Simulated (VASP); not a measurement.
Input of a VASP 6.6.1 run:

File INCAR:

```
SYSTEM = PbO
ALGO = Normal ; EDIFF = 1E-7
ENCUT = 520 ; GGA = PE
ISIF = 2 ; ISMEAR = 0
LASPH = .True. ; LCHARG = .False.
LREAL = .False. ; LWAVE = .False.
NBANDS = 28 ; NELM = 80
PREC = Accurate ; SIGMA = 0.05
```

The input KPOINTS:

```
k-points
0
Gamma
  8 8 6
  0 0 0
```

Contents of POSCAR:

```
PbO
1.0
    3.7756800000      0.0000000000      0.0000000000
    0.0000000000      3.7756800000      0.0000000000
    0.0000000000      0.0000000000      5.0220000000
Pb O
2 2
Direct
    0.0000000000      0.5000000000      0.2351000000
    0.5000000000      0.0000000000      0.7649000000
    0.0000000000      0.0000000000      0.0000000000
    0.5000000000      0.5000000000      0.0000000000
```

Potentials or basis: VASP PAW PBE potentials, release 64 (Pb_d, O).

The run is started by

```sh
$ cat potpaw_PBE.64/Pb_d/POTCAR potpaw_PBE.64/O/POTCAR > POTCAR
$ mpirun -np 1 vasp_std > vasp.out
```

(1) Estimate the largest force.

(2) Estimate the band gap on the k mesh.

(3) What does it give for the pressure?

Results:

(1) 2.010 eV/Å.

(2) 0.89 eV, indirect (least direct gap 2.52 eV).

(3) 17.8 GPa.

Caveat: the cell differs from its parent crystal (strain -0.050 along x and y, +0.000 along z); spin-orbit coupling is left out, which moves the levels of the heavy elements; forces of over 1 eV/Å act on the atoms, so gaps and moduli don't describe the material at rest.
